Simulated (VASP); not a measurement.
# InP (I-4m2) in VASP: further runs

Runs on InP. Level: r2SCAN. Tasks: single point.

Everything below comes from runs of VASP 6.6.1. Logs are shortened: lines on timing, memory, paths and dates and some standing lists are left out, and cuts for length are marked.

### Step 1. The cell of the first run

It takes space group I-4m2 (No. 119, tetragonal). The conventional cell has a = 4.198 Å, b = 4.198 Å, c = 5.873 Å, α = 90.00°, β = 90.00°, γ = 90.00°. Within 3.4 Å of In (site symmetry -4m2) lie 4 P at 2.56 Å. Within 3.4 Å of P (site symmetry -4m2) lie 4 In at 2.56 Å.

### Step 2. Single point, r2SCAN (in-plane strain +0.005, then relaxed in part)

POSCAR

```
InP
1.0
    2.9684365541      2.9684365541      0.0000000000
   -2.9684365541      2.9684365541      0.0000000000
    0.0000000000      2.9684365541      2.9364296291
In P
1 1
Direct
    0.0000000000      0.0000000000      0.0000000000
    0.7500000000      0.2500000000      0.5000000000
```

INCAR.step1

```
SYSTEM = InP
PREC = Accurate ; ENCUT = 520
ISMEAR = 0 ; SIGMA = 0.01
LREAL = .FALSE. ; LASPH = .TRUE.
NELM = 100 ; NBANDS = 16
GGA = PE ; ALGO = Normal
EDIFF = 1E-4 ; LWAVE = .TRUE.
LCHARG = .FALSE.
```

INCAR.step2

```
SYSTEM = InP
PREC = Accurate ; ENCUT = 520
EDIFF = 1E-7 ; ISMEAR = 0
SIGMA = 0.01 ; LREAL = .FALSE.
LASPH = .TRUE. ; NELM = 100
ALGO = Normal ; ISIF = 2
LWAVE = .FALSE. ; LCHARG = .FALSE.
METAGGA = R2SCAN ; LMIXTAU = .TRUE.
NBANDS = 16 ; ISTART = 1
```

KPOINTS

```
regular mesh
0
G
  8 8 8
  0 0 0
```

Potentials or basis: VASP PAW PBE potentials, release 64 (In_d, P).

The run is started by

```sh
> cat potpaw_PBE.64/In_d/POTCAR potpaw_PBE.64/P/POTCAR > POTCAR
> cp INCAR.step1 INCAR
> mpirun -np 1 vasp_std > vasp.out
> cp INCAR.step2 INCAR
> mpirun -np 1 vasp_std > vasp.out
```

OUTCAR:

```text
SYSTEM = InP
   PREC = Accurate
   ENCUT = 520
   EDIFF = 1E-7
   ISMEAR = 0
   LREAL = .FALSE.
   LASPH = .TRUE.
   NELM = 100
   ISIF = 2
   METAGGA = R2SCAN
   ISTART = 1

 ion  position               nearest neighbor table
   1  0.000  0.000  0.000-   2 2.56   2 2.56   2 2.56   2 2.56
   2  0.750  0.250  0.500-   1 2.56   1 2.56   1 2.56   1 2.56

  LATTYP: Found a body centered tetragonal cell.
 ALAT       =     4.1980032339
 C/A-ratio  =     1.3989649200

  Lattice vectors:

 A1 = (   2.9684365541,   0.0000000000,  -2.9364296291)
 A2 = (  -2.9684365541,   0.0000000000,  -2.9364296291)
 A3 = (   0.0000000000,   2.9684365541,   2.9364296291)

Analysis of symmetry for initial positions (statically):
=====================================================================
 Subroutine PRICEL returns:
 Original cell was already a primitive cell.

 Routine SETGRP: Setting up the symmetry group for a
 body centered tetragonal supercell.

 Subroutine GETGRP returns: Found  8 space group operations
 (whereof  8 operations were pure point group operations)
 out of a pool of 16 trial point group operations.

The static configuration has the point symmetry D_2d.

Analysis of symmetry for dynamics (positions and initial velocities):
=====================================================================
 Subroutine PRICEL returns:
 Original cell was already a primitive cell.

 Routine SETGRP: Setting up the symmetry group for a
 body centered tetragonal supercell.

 Subroutine GETGRP returns: Found  8 space group operations
 (whereof  8 operations were pure point group operations)
 out of a pool of 16 trial point group operations.

The dynamic configuration has the point symmetry D_2d.

 Subroutine INISYM returns: Found  8 space group operations
 (whereof  8 operations are pure point group operations),
 and found     1 'primitive' translations

----------------------------------------------------------------------------------------

                                     Primitive cell

  volume of cell :      51.7494

  direct lattice vectors                    reciprocal lattice vectors
     2.968436554  2.968436554  0.000000000     0.168438837  0.168438837 -0.170274811
    -2.968436554  2.968436554  0.000000000    -0.168438837  0.168438837 -0.170274811
     0.000000000  2.968436554  2.936429629     0.000000000  0.000000000  0.340549622

  length of vectors
     4.198003234  4.198003234  4.175432258     0.292808461  0.292808461  0.340549622
[... 80 lines left out ...]
   NELM   =    100;   NELMIN=  2; NELMDL=  0     # of ELM steps
   EDIFF  = 0.1E-06   stopping-criterion for ELM
   LREAL  =      F    real-space projection
   EDIFFG = 0.1E-05   stopping-criterion for IOM
   NSW    =      0    number of steps for IOM
   IBRION =     -1    ionic relax: 0-MD 1-quasi-New 2-CG
   NFREE  =      0    steps in history (QN), initial steepest desc. (CG)
   ISIF   =      2    stress and relaxation
   ISYM   =      2    0-nonsym 1-usesym 2-fastsym
   POTIM  = 0.5000    time-step for ionic-motion
   TEBEG  =    0.0;   TEEND  =   0.0 temperature during run
   PSTRESS=    0.0 pullay stress
   NELECT =      18.0000    total number of electrons
   NUPDOWN=      -1.0000    fix difference up-down
   EMIN   =  10.00;   EMAX   =-10.00  energy-range for DOS
   EFERMI =   0.00;   METHOD = LEGACY
   ISMEAR =     0;   SIGMA  =   0.01  broadening in eV -4-tet -1-fermi 0-gaus
   EFERMI_NEDOS =   21; number of points for ismear=-14 and -15
   IALGO  =     38    algorithm
   IMIX   =      4    mixing-type and parameters
     AMIX     =   0.40;   BMIX     =  1.00
     AMIX_MAG =   1.60;   BMIX_MAG =  1.00
  volume/ion in A,a.u.               =      25.87       174.61
  Fermi-wavevector in a.u.,A,eV,Ry     =   1.151323  2.175686 18.035139  1.325545
  Thomas-Fermi vector in A             =   2.287982
   LORBIT       =      0    0 simple, 1 ext, 2 COOP (PROOUT), +10 PAW based schemes
   METAGGA = R2SCAN    functional components
   LHFCALC =     F    Hartree Fock is set to
   AEXX    =    0.0000 exact exchange contribution
   IVDW    =     0    specifies the selected vdW correction
   LEPSILON=     F    determine dielectric tensor
   LRPA    =     F    only Hartree local field effects (RPA)
 non-spin polarized calculation
 Gauss-broadening in eV      SIGMA  =   0.01
  energy-cutoff  :      520.00
  volume of cell :       51.75
 maximum number of plane-waves:      1407
   NGX = 15   NGY = 15   NGZ = 15

 number of electron      18.0000008 magnetization

 Free energy of the ion-electron system (eV)
  ---------------------------------------------------
  ext. energy  EPLUGINS =         0.00000000
  ---------------------------------------------------
  free energy    TOTEN  =       -32.29651729 eV

  energy without entropy =      -32.29651729  energy(sigma->0) =      -32.29651729

 E-fermi :   4.7999     XC(G=0):  -9.7520

 val. band max:        4.7456879788   @ k =   0.0000   0.0000   0.0000
 cond. band min:       5.7170753788   @ k =   0.0000   0.0000   0.0000
 fundamental gap:      0.9713874001
 Fermi energy:         4.7999215041

 k-point     1 :       0.0000    0.0000    0.0000
  band No.  band energies     occupation
      1      -9.8951      2.00000
      2      -9.8951      2.00000
      3      -9.8904      2.00000
      4      -9.7300      2.00000
      5      -9.7281      2.00000
      6      -7.0963      2.00000
[... 433 lines left out ...]
      3      -9.8549      2.00000
      4      -9.7297      2.00000
      5      -9.7227      2.00000
      6      -6.0662      2.00000
[... 8 lines left out ...]
     15      14.8365      0.00000
     16      15.5962      0.00000

 [... further k-points ...]

------------------------ aborting loop because EDIFF is reached ----------------------------------------

  FORCE on cell =-STRESS in cart. coord.  units (eV):
  Direction    XX          YY          ZZ          XY          YZ          ZX
  --------------------------------------------------------------------------------------
  -------------------------------------------------------------------------------------
  Total       -0.1833821     -0.1833821     -0.0290403      0.0000000      0.0000000     -0.0000000
  in kB       -5.6775688     -5.6775688     -0.8990966      0.0000000      0.0000000     -0.0000000
  external PRESSURE =      -4.0847447 kB  Pullay stress =       0.0000000 kB

 VOLUME and BASIS-vectors are now :
 -----------------------------------------------------------------------------
  energy-cutoff  :      520.00
  volume of cell :       51.75
      direct lattice vectors                 reciprocal lattice vectors
     2.968436554  2.968436554  0.000000000     0.168438837  0.168438837 -0.170274811
    -2.968436554  2.968436554  0.000000000    -0.168438837  0.168438837 -0.170274811
     0.000000000  2.968436554  2.936429629     0.000000000  0.000000000  0.340549622

 POSITION                                       TOTAL-FORCE (eV/Angst)
 -----------------------------------------------------------------------------------
      0.00000      0.00000      0.00000         0.000000     -0.000000      0.000000
      1.48422      4.45265      1.46821        -0.000000      0.000000      0.000000
 -----------------------------------------------------------------------------------
    total drift:                                0.000002     -0.000000      0.000000

  FREE ENERGIE OF THE ION-ELECTRON SYSTEM (eV)
  ---------------------------------------------------
  free  energy   TOTEN  =       -32.2965172940 eV

  energy  without entropy=      -32.2965172940  energy(sigma->0) =      -32.29651729
```

Run time: 2.6 min. Hardware: 1 thread of Intel Xeon Platinum 8259CL at 2.50GHz (Skylake/Cascade Lake), shared host; peak memory 0.21 GiB.

What came out:

```
Free energy            : -32.2965 eV
Pressure               : -0.4 GPa
Band gap on the k mesh : 0.97 eV, direct
```

Stress tensor (GPa, compression positive):
```
-0.57  0.00  0.00
 0.00 -0.57  0.00
 0.00  0.00 -0.09
```

Caveat: the cell differs from its parent crystal (in-plane strain +0.005, then relaxed in part); the PAW data sets were made with another functional, which shifts forces and pressure a little; spin-orbit coupling is left out, which moves the levels of the heavy elements.

### Step 3. Single point, r2SCAN (in-plane strain +0.005)

Changes to POSCAR since step 2:

```diff
@@ -4,3 +4,3 @@
    -2.9684365541      2.9684365541      0.0000000000
-    0.0000000000      2.9684365541      2.9364296291
+    0.0000000000      2.9684365541      2.9448072084
 In P
```

INCAR.step1

```
PREC = Accurate
ENCUT = 520
ISMEAR = 0
SIGMA = 0.01
LREAL = False
LASPH = True
NELM = 80
NBANDS = 16
GGA = PE
ALGO = Normal
EDIFF = 1E-4
LWAVE = True
LCHARG = False
```

INCAR.step2

```
PREC = Accurate
ENCUT = 520
EDIFF = 1E-7
ISMEAR = 0
SIGMA = 0.01
LREAL = False
LASPH = True
NELM = 80
ALGO = Normal
ISIF = 2
LWAVE = False
LCHARG = True
METAGGA = R2SCAN
LMIXTAU = True
LELF = True
LVHAR = True
NBANDS = 16
ISTART = 1
```

KPOINTS

```
regular mesh
0
Gamma
  8 8 8
```

Potentials or basis: VASP PAW PBE potentials, release 64 (In_d, P).

The run is started by

```sh
> cat potpaw_PBE.64/In_d/POTCAR potpaw_PBE.64/P/POTCAR > POTCAR
> cp INCAR.step1 INCAR
> mpirun -np 1 vasp_std > vasp.out
> cp INCAR.step2 INCAR
> mpirun -np 1 vasp_std > vasp.out
```

Run time: 3 min. Hardware: 1 thread of Intel Xeon Platinum 8259CL at 2.50GHz (Skylake/Cascade Lake), shared host; peak memory 0.21 GiB.

The run converged. Its results:

```yaml
Free_energy: -32.2964 eV
Pressure: -0.6 GPa
Band_gap_on_the_k_mesh: 0.96 eV, direct
```

Stress tensor (GPa, compression positive):
```
-0.71  0.00  0.00
 0.00 -0.71  0.00
 0.00  0.00 -0.36
```

Levels at points of the mesh, in eV from the valence-band top:
```tsv
k point	band 7	band 8	band 9	band 10	band 11	band 12
(0.00, 0.00, 0.00)	-0.04	-0.04	0.00	0.96	4.40	4.42
(0.50, 0.00, 0.00)	-5.74	-1.02	-0.96	1.76	5.10	5.16
(0.50, 0.50, 0.00)	-5.78	-2.32	-2.31	2.04	2.54	9.63
(0.00, 0.00, 0.50)	-5.73	-2.36	-2.36	2.00	2.47	9.71
```

Caveat: the cell differs from its parent crystal (in-plane strain +0.005); the PAW data sets were made with another functional, which shifts forces and pressure a little; spin-orbit coupling is left out, which moves the levels of the heavy elements.

(Part 1 of 2 ends here.)
